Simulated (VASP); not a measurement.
# Ta4N in VASP: further runs

The runs below take Ta4N through single point, with PBE.

Program: VASP 6.6.1. These are calculated values, not measurements. Logs are shortened: lines on timing, memory, paths and dates and some standing lists are left out, and cuts for length are marked.

### Step 1. The cell of the first run

The cell holds a slab with vacuum, 5 atoms: a = 3.319 Å, b = 3.319 Å, c = 20.300 Å, α = 90.00°, β = 90.00°, γ = 90.00°.

### Step 2. Single point, PBE

INCAR

```
SYSTEM = Ta4N
PREC = Accurate
ENCUT = 520
EDIFF = 1E-7
ISMEAR = 0
SIGMA = 0.1
LREAL = .False.
LASPH = .True.
NELM = 60
ALGO = Normal
ISIF = 2
LWAVE = .False.
LCHARG = .False.
LDIPOL = .True.
IDIPOL = 3
DIPOL = 0.5 0.5 0.354
GGA = PE
NBANDS = 32
```

KPOINTS

```
regular mesh
0
Gamma
  8 8 1
  0 0 0
```

POSCAR

```
Ta4N
1.0
    3.3189671338      0.0000000000      0.0000000000
    0.0000000000      3.3189671338      0.0000000000
    0.0000000000      0.0000000000     20.2996559829
Ta N
4 1
Direct
    0.5000000000      0.5000000000      0.1970476743
    0.0000000000      0.0000000000      0.2787970186
    0.5000000000      0.5000000000      0.3599139064
    0.0000000000      0.0000000000      0.4334879365
    0.2500000000      0.2500000000      0.4991967379
```

Potentials or basis: VASP PAW PBE potentials, release 64 (Ta_pv, N).

Run with:

```console
cat potpaw_PBE.64/Ta_pv/POTCAR potpaw_PBE.64/N/POTCAR > POTCAR
mpirun -np 1 vasp_std > vasp.out
```

OUTCAR:

```text
SYSTEM = Ta4N
   PREC = Accurate
   ENCUT = 520
   EDIFF = 1E-7
   ISMEAR = 0
   LREAL = .False.
   LASPH = .True.
   NELM = 60
   ISIF = 2
   GGA = PE

 ion  position               nearest neighbor table
   1  0.500  0.500  0.197-   2 2.87   2 2.87   2 2.87   2 2.87   3 3.31
   2  0.000  0.000  0.279-   3 2.87   3 2.87   3 2.87   3 2.87   1 2.87   1 2.87   1 2.87   1 2.87
                             4 3.14
   3  0.500  0.500  0.360-   4 2.78   4 2.78   4 2.78   4 2.78   2 2.87   2 2.87   2 2.87   2 2.87
                             1 3.31
   4  0.000  0.000  0.433-   5 1.78   3 2.78   3 2.78   3 2.78   3 2.78   2 3.14
   5  0.250  0.250  0.499-   4 1.78

  LATTYP: Found a simple tetragonal cell.
 ALAT       =     3.3189671338
 C/A-ratio  =     6.1162570054

  Lattice vectors:

 A1 = (   3.3189671338,   0.0000000000,   0.0000000000)
 A2 = (   0.0000000000,   3.3189671338,   0.0000000000)
 A3 = (   0.0000000000,   0.0000000000,  20.2996559829)

Analysis of symmetry for initial positions (statically):
=====================================================================
 Subroutine PRICEL returns:
 Original cell was already a primitive cell.

 Routine SETGRP: Setting up the symmetry group for a
 simple tetragonal supercell.

 Subroutine GETGRP returns: Found  2 space group operations
 (whereof  2 operations were pure point group operations)
 out of a pool of 16 trial point group operations.

The static configuration has the point symmetry C_1h.

Analysis of symmetry for dynamics (positions and initial velocities):
=====================================================================
 Subroutine PRICEL returns:
 Original cell was already a primitive cell.

 Routine SETGRP: Setting up the symmetry group for a
 simple tetragonal supercell.

 Subroutine GETGRP returns: Found  2 space group operations
 (whereof  2 operations were pure point group operations)
 out of a pool of 16 trial point group operations.

The dynamic configuration has the point symmetry C_1h.

 Subroutine INISYM returns: Found  2 space group operations
 (whereof  2 operations are pure point group operations),
 and found     1 'primitive' translations

----------------------------------------------------------------------------------------

                                     Primitive cell

  volume of cell :     223.6117

  direct lattice vectors                    reciprocal lattice vectors
     3.318967134  0.000000000  0.000000000     0.301298555  0.000000000  0.000000000
     0.000000000  3.318967134  0.000000000     0.000000000  0.301298555  0.000000000
     0.000000000  0.000000000 20.299655983     0.000000000  0.000000000  0.049261919

  length of vectors
     3.318967134  3.318967134 20.299655983     0.301298555  0.301298555  0.049261919

  position of ions in fractional coordinates (direct lattice)
     0.500000000  0.500000000  0.197047674
     0.000000000  0.000000000  0.278797019
     0.500000000  0.500000000  0.359913906
     0.000000000  0.000000000  0.433487937
     0.250000000  0.250000000  0.499196738

  ion indices of the primitive-cell ions
   primitive index   ion index
                 1           1
                 2           2
                 3           3
                 4           4
                 5           5

----------------------------------------------------------------------------------------

 KPOINTS: regular mesh

Automatic generation of k-mesh.
 Grid dimensions read from file:
 generate k-points for:    8    8    1

 Generating k-lattice:

  Cartesian coordinates                     Fractional coordinates (reciprocal lattice)
     0.037662319  0.000000000  0.000000000     0.125000000  0.000000000  0.000000000
     0.000000000  0.037662319  0.000000000     0.000000000  0.125000000  0.000000000
     0.000000000  0.000000000  0.049261919     0.000000000  0.000000000  1.000000000

  Length of vectors
     0.037662319  0.037662319  0.049261919

  Shift w.r.t. Gamma in fractional coordinates (k-lattice)
     0.000000000  0.000000000  0.000000000

 Subroutine IBZKPT returns following result:
 ===========================================

 Found     21 irreducible k-points:

 Following reciprocal coordinates:
            Coordinates               Weight
  0.000000  0.000000  0.000000      1.000000
  0.125000  0.000000  0.000000      4.000000
  0.250000  0.000000  0.000000      4.000000
  0.375000  0.000000  0.000000      4.000000
  0.500000  0.000000  0.000000      2.000000
  0.125000  0.125000  0.000000      2.000000
[... 13 lines left out ...]
  0.500000  0.375000  0.000000      4.000000
  0.500000  0.500000  0.000000      1.000000
   k-points           NKPTS =     21   k-points in BZ     NKDIM =     21   number of bands    NBANDS=     32
   number of dos      NEDOS =    301   number of ions     NIONS =      5
   total plane-waves  NPLWV = 125440
   dimension x,y,z NGX =    28 NGY =   28 NGZ =  160
   dimension x,y,z NGXF=    56 NGYF=   56 NGZF=  320
   ions per type =               4   1
   NGX,Y,Z   is equivalent  to a cutoff of  14.03, 14.03, 13.10 a.u.
   NGXF,Y,Z  is equivalent  to a cutoff of  28.05, 28.05, 26.21 a.u.
 SYSTEM =  Ta4N
   PREC   = accura    normal or accurate (medium, high low for compatibility)
   ISTART =      0    job   : 0-new  1-cont  2-samecut
   ICHARG =      2    charge: 1-file 2-atom 10-const
   ISPIN  =      1    spin polarized calculation?
   LNONCOLLINEAR =      F non collinear calculations
   LSORBIT =      F    spin-orbit coupling
   LASPH  =      T    aspherical Exc in radial PAW
   ENCUT  =  520.0 eV  38.22 Ry    6.18 a.u.   6.17  6.17 37.74*2*pi/ulx,y,z
   NELM   =     60;   NELMIN=  2; NELMDL= -5     # of ELM steps
   EDIFF  = 0.1E-06   stopping-criterion for ELM
   LREAL  =      F    real-space projection
   EDIFFG = 0.1E-05   stopping-criterion for IOM
   NSW    =      0    number of steps for IOM
   IBRION =     -1    ionic relax: 0-MD 1-quasi-New 2-CG
   NFREE  =      0    steps in history (QN), initial steepest desc. (CG)
   ISIF   =      2    stress and relaxation
   ISYM   =      2    0-nonsym 1-usesym 2-fastsym
   POTIM  = 0.5000    time-step for ionic-motion
   TEBEG  =    0.0;   TEEND  =   0.0 temperature during run
   PSTRESS=    0.0 pullay stress
   NELECT =      49.0000    total number of electrons
   NUPDOWN=      -1.0000    fix difference up-down
   EMIN   =  10.00;   EMAX   =-10.00  energy-range for DOS
   EFERMI =   0.00;   METHOD = LEGACY
   ISMEAR =     0;   SIGMA  =   0.10  broadening in eV -4-tet -1-fermi 0-gaus
   EFERMI_NEDOS =   21; number of points for ismear=-14 and -15
   IALGO  =     38    algorithm
   IMIX   =      4    mixing-type and parameters
     AMIX     =   0.40;   BMIX     =  1.00
     AMIX_MAG =   1.60;   BMIX_MAG =  1.00
  volume/ion in A,a.u.               =      44.72       301.80
  Fermi-wavevector in a.u.,A,eV,Ry     =   0.986981  1.865123 13.253856  0.974131
  Thomas-Fermi vector in A             =   2.118401
   LORBIT       =      0    0 simple, 1 ext, 2 COOP (PROOUT), +10 PAW based schemes
   GGA     = PE    functional components
   LHFCALC =     F    Hartree Fock is set to
   AEXX    =    0.0000 exact exchange contribution
   IVDW    =     0    specifies the selected vdW correction
   LEPSILON=     F    determine dielectric tensor
   LRPA    =     F    only Hartree local field effects (RPA)
 non-spin polarized calculation
 Gauss-broadening in eV      SIGMA  =   0.10
  energy-cutoff  :      520.00
  volume of cell :      223.61
 maximum number of plane-waves:      6059
 NGX is ok and might be reduce to    28
   NGX = 13   NGY = 13   NGZ = 75

 dipolmoment           0.000000      0.000000     -0.026575 electrons x Angstroem

 number of electron      48.9999995 magnetization

 dipolmoment           0.000000      0.000000      0.189377 electrons x Angstroem

 Free energy of the ion-electron system (eV)
  ---------------------------------------------------
  ext. energy  EPLUGINS =         0.00000000
  ---------------------------------------------------
  free energy    TOTEN  =       -51.03333223 eV

  energy without entropy =      -51.00520477  energy(sigma->0) =      -51.01926850

 E-fermi :  -1.3905     XC(G=0):  -5.5091

 val. band max:       -1.4545085608   @ k =   0.5000   0.3750   0.0000
 cond. band min:      -1.3848228839   @ k =   0.3750   0.3750   0.0000
 fundamental gap:      0.0696856768
 Fermi energy:        -1.3904551913

 k-point     1 :       0.0000    0.0000    0.0000
  band No.  band energies     occupation
      1     -36.3843      2.00000
      2     -36.1907      2.00000
      3     -36.1880      2.00000
      4     -35.6669      2.00000
      5     -35.6053      2.00000
      6     -35.5520      2.00000
[... 24 lines left out ...]
     31       0.6655      0.00000
     32       1.3245      0.00000

 k-point     2 :       0.1250    0.0000    0.0000
  band No.  band energies     occupation
      1     -36.3883      2.00000
      2     -36.2234      2.00000
      3     -36.1810      2.00000
      4     -35.7041      2.00000
      5     -35.6400      2.00000
      6     -35.5605      2.00000
[... 24 lines left out ...]
     31       0.8596      0.00000
     32       1.4227      0.00000
[... 628 lines left out ...]
     31       2.2779      0.00000
     32       2.7803      0.00000

 k-point    21 :       0.5000    0.5000    0.0000
  band No.  band energies     occupation
      1     -36.3985      2.00000
      2     -36.3980      2.00000
      3     -36.3146      2.00000
      4     -35.9392      2.00000
      5     -35.8506      2.00000
      6     -35.5075      2.00000
[... 24 lines left out ...]
     31       2.4592      0.00000
     32       2.5698      0.00000

------------------------ aborting loop because EDIFF is reached ----------------------------------------

 vacuum level on the upper side and lower side of the slab       (xc-potential included)         1.390        -1.714

  FORCE on cell =-STRESS in cart. coord.  units (eV):
  Direction    XX          YY          ZZ          XY          YZ          ZX
  --------------------------------------------------------------------------------------
  -------------------------------------------------------------------------------------
  Total       -0.9818811     -0.9818811      0.6785265      1.5429883      2.7389936      2.7390005
  in kB       -7.0351753     -7.0351753      4.8616405     11.0555064     19.6248805     19.6249300
  external PRESSURE =      -3.0695700 kB  Pullay stress =       0.0000000 kB

 VOLUME and BASIS-vectors are now :
 -----------------------------------------------------------------------------
  energy-cutoff  :      520.00
  volume of cell :      223.61
      direct lattice vectors                 reciprocal lattice vectors
     3.318967134  0.000000000  0.000000000     0.301298555  0.000000000  0.000000000
     0.000000000  3.318967134  0.000000000     0.000000000  0.301298555  0.000000000
     0.000000000  0.000000000 20.299655983     0.000000000  0.000000000  0.049261919

 POSITION                                       TOTAL-FORCE (eV/Angst)
 -----------------------------------------------------------------------------------
      1.65948      1.65948      4.00000         0.127034      0.127034      1.303509
      0.00000      0.00000      5.65948         0.024425      0.024425     -1.198672
      1.65948      1.65948      7.30613        -0.513049     -0.513049     -1.944803
      0.00000      0.00000      8.79966        -1.632993     -1.632993      1.619798
      0.82974      0.82974     10.13352         1.994582      1.994582      0.220168
 -----------------------------------------------------------------------------------
    total drift:                                0.000106      0.000106      0.000219

  FREE ENERGIE OF THE ION-ELECTRON SYSTEM (eV)
  ---------------------------------------------------
  free  energy   TOTEN  =       -51.0333322277 eV

  energy  without entropy=      -51.0052047744  energy(sigma->0) =      -51.01926850

 vacuum level on the upper side and lower side of the slab         5.497         2.317
```

Run time: 3.1 min. Hardware: 1 thread of Intel Xeon 6975P-C (Granite Rapids), shared host; peak memory 0.4 GiB.

Results:

```yaml
Free_energy: -51.0333 eV
Largest_force: 2.829 eV/Å
```

Forces on the atoms (eV/Å):
```
Ta   0.127  0.127  1.304
Ta   0.024  0.024 -1.199
Ta  -0.513 -0.513 -1.945
Ta  -1.633 -1.633  1.620
N    1.995  1.995  0.220
```

Caveat: spin-orbit coupling is left out, which moves the levels of the heavy elements.

### Step 3. Single point, PBE

INCAR

```
  ALGO = Normal
  DIPOL = 0.5 0.5 0.357
  EDIFF = 1E-7
  ENCUT = 520
  GGA = PE
  IDIPOL = 3
  ISIF = 2
  ISMEAR = 0
  LASPH = True
  LCHARG = False
  LDIPOL = True
  LREAL = False
  LWAVE = False
  NBANDS = 32
  NELM = 60
  PREC = Accurate
  SIGMA = 0.1
```

KPOINTS

```
k-points
0
Gamma
  8 8 1
```

POSCAR: that of step 2 with these lines changed.

```diff
@@ -12,2 +12,2 @@
     0.0000000000      0.0000000000      0.4334879365
-    0.2500000000      0.2500000000      0.4991967379
+    0.1250000000      0.1250000000      0.5158310266
```

Potentials or basis: VASP PAW PBE potentials, release 64 (Ta_pv, N).

Run with:

```console
cat potpaw_PBE.64/Ta_pv/POTCAR potpaw_PBE.64/N/POTCAR > POTCAR
mpirun -np 1 vasp_std > vasp.out
```

It took 3.2 min on 1 thread of Intel Xeon 6975P-C (Granite Rapids), shared host; peak memory 0.41 GiB.

Results (log left out):

- Free energy: -50.1311 eV
- Largest force: 2.270 eV/Å

Forces on the atoms (eV/Å):
```
Ta   0.070  0.070  1.428
Ta  -0.004 -0.004 -1.500
Ta   0.036  0.036 -2.158
Ta  -0.853 -0.853  1.923
N    0.750  0.750  0.307
```

Levels at points of the mesh, in eV from the Fermi level:
| k point | band 22 | band 23 | band 24 | band 25 | band 26 | band 27 |
| --- | --- | --- | --- | --- | --- | --- |
| (0.00, 0.00, 0.00) | -0.30 | 0.04 | 0.32 | 0.32 | 0.34 | 0.59 |
| (0.50, 0.00, 0.00) | -0.91 | -0.71 | -0.38 | 0.38 | 0.72 | 0.94 |
| (0.50, 0.50, 0.00) | -1.23 | -1.03 | -0.67 | 0.15 | 0.54 | 2.03 |

Caveat: spin-orbit coupling is left out, which moves the levels of the heavy elements.

### Step 4. Single point, PBE

INCAR

```
SYSTEM = Ta4N
ALGO = Normal
DIPOL = 0.5 0.5 0.347
EDIFF = 1E-6
ENCUT = 520
GGA = PE
IDIPOL = 3
ISIF = 2
ISMEAR = 0
LASPH = .TRUE.
LCHARG = .TRUE.
LDIPOL = .TRUE.
LELF = .TRUE.
LREAL = .FALSE.
LVACPOTAV = .TRUE.
LVHAR = .TRUE.
LWAVE = .FALSE.
NBANDS = 32
NELM = 60
PREC = Accurate
SIGMA = 0.1
```

KPOINTS

```
k-points
0
G
  8 8 1
  0 0 0
```

POSCAR: that of step 3 with these lines changed.

```diff
@@ -12,2 +12,2 @@
     0.0000000000      0.0000000000      0.4334879365
-    0.1250000000      0.1250000000      0.5158310266
+    0.3750000000      0.3750000000      0.4643021910
```

Run with:

```console
cat potpaw_PBE.64/Ta_pv/POTCAR potpaw_PBE.64/N/POTCAR > POTCAR
mpirun -np 1 vasp_std > vasp.out
```

Run time: 2.7 min. Hardware: 1 thread of Intel Xeon 6975P-C (Granite Rapids), shared host; peak memory 0.41 GiB.

The run converged. Its results:

- Free energy: -53.4867 eV
- Largest force: 3.689 eV/Å

Forces in eV/Å, atoms in the order of the input:
```
Ta  -0.013 -0.013  1.458
Ta   0.060  0.060 -1.211
Ta  -0.405 -0.405 -3.226
Ta  -1.614 -1.614  2.897
N    1.972  1.972  0.082
```

Levels at points of the mesh, in eV from the Fermi level:
```tsv
k point	band 23	band 24	band 25	band 26	band 27	band 28
(0.00, 0.00, 0.00)	0.07	0.30	0.45	0.51	0.81	0.88
(0.50, 0.00, 0.00)	-0.80	-0.16	0.17	0.45	1.24	1.52
(0.50, 0.50, 0.00)	-1.34	-0.46	-0.32	1.99	2.09	2.13
```

Caveat: spin-orbit coupling is left out, which moves the levels of the heavy elements.
